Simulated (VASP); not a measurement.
Input of a VASP 6.6.1 run:

INCAR

```
PREC = Accurate
ENCUT = 520
EDIFF = 1E-6
ISMEAR = -1
SIGMA = 0.05
LREAL = F
LASPH = T
NELM = 60
ALGO = Normal
ISIF = 2
LWAVE = F
LCHARG = F
GGA = RE
NBANDS = 15
```

File KPOINTS:

```
Automatic mesh
0
Gamma
  9 9 9
```

File POSCAR:

```
SrO
1.0
    0.0000000000      2.5663000000      2.5663000000
    2.5663000000      0.0000000000      2.5663000000
    2.5663000000      2.5663000000      0.0000000000
Sr O
1 1
Direct
    0.5000000000      0.5000000000      0.5000000000
    0.0000000000      0.0000000000      0.0000000000
```

Potentials or basis: VASP PAW PBE potentials, release 64 (Sr_sv, O).

Run with:

```sh
$ cat potpaw_PBE.64/Sr_sv/POTCAR potpaw_PBE.64/O/POTCAR > POTCAR
$ mpirun -np 1 vasp_std > vasp.out
```

(1) Estimate the band gap on the k mesh.

(2) Estimate the pressure.

Answers

(1) 3.41 eV, indirect (least direct gap 3.50 eV).

(2) 6.2 GPa.

Caveat: the PAW data sets were made with another functional, which shifts forces and pressure a little.
